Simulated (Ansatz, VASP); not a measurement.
## LiH: VASP beside Ansatz

```
Li H
1.0
     0.00000    2.02324    2.02324
     2.02324    0.00000    2.02324
     2.02324    2.02324    0.00000
Li H
1 1
Direct
  0.00000 0.00000 0.00000
  0.50000 0.50000 0.50000
```

Alike in both runs: task single point; functional r2SCAN; k mesh 10 × 10 × 10; no spin polarisation.

|  | VASP | Ansatz |
| --- | --- | --- |
| version | VASP 6.6.1 | Ansatz 0.2.0 |
| potentials or method | VASP PAW PBE potentials, release 64 (Li_sv, H) | plane waves, PAW |
| plane-wave cutoff (eV) | 830 | 500 |
| occupations | gaussian, width 0.01 eV | fixed |
| valence electrons in the cell | 4 | 4 |

VASP gave:

- gap on the k mesh at the Fermi level (eV): 3.59
- pressure (GPa): -1.0

**Question.** Which values does Ansatz return?

**Answer.** gap on the k mesh at the Fermi level (eV): 3.65; pressure (GPa): -1.1.

VASP's potentials were made for PBE, not for r2SCAN.
